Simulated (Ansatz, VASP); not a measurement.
**LuHg in VASP and in Ansatz**

```
Lu Hg
1.0
     3.60700    0.03607    0.03607
     0.03607    3.60700    0.03607
     0.03607    0.03607    3.60700
Lu Hg
1 1
Direct
  0.50000 0.50000 0.50000
  0.00000 0.00000 0.00000
```

Change from the starting cell: equal xy, yz and zx shear strains of +2 %, crystal datasets.

Alike in both runs: task electric field gradients; functional LDA; k mesh 10 × 10 × 10; occupations fermi-dirac, width 0.05 eV; no spin polarisation.

|  | VASP | Ansatz |
| --- | --- | --- |
| version | VASP 6.6.1 | Ansatz 0.2.0 |
| potentials or method | VASP PAW PBE potentials, release 64 (Lu, Hg), cutoff 520 eV | all-electron PAW with datasets made for the crystal, scalar-relativistic |

Ansatz gave:

- pressure (GPa): -4.1
- traceless stress, the component that is largest in VASP (GPa): -0.77
- size of Vzz on the site where it differs most (V/Å²): 7.2

**Question.** Estimate VASP's values.

**Answer.** Pressure (GPa): -3.5; traceless stress, the component that is largest in VASP (GPa): -0.80; size of Vzz on the site where it differs most (V/Å²): 16.9.

VASP's potentials were made for PBE, not for LDA. LDA's correlation is that of Perdew and Zunger in VASP and of Perdew and Wang (1992) in Ansatz. Ansatz ran all-electron here, and VASP with PAW potentials.

Neither program's run includes spin-orbit coupling.
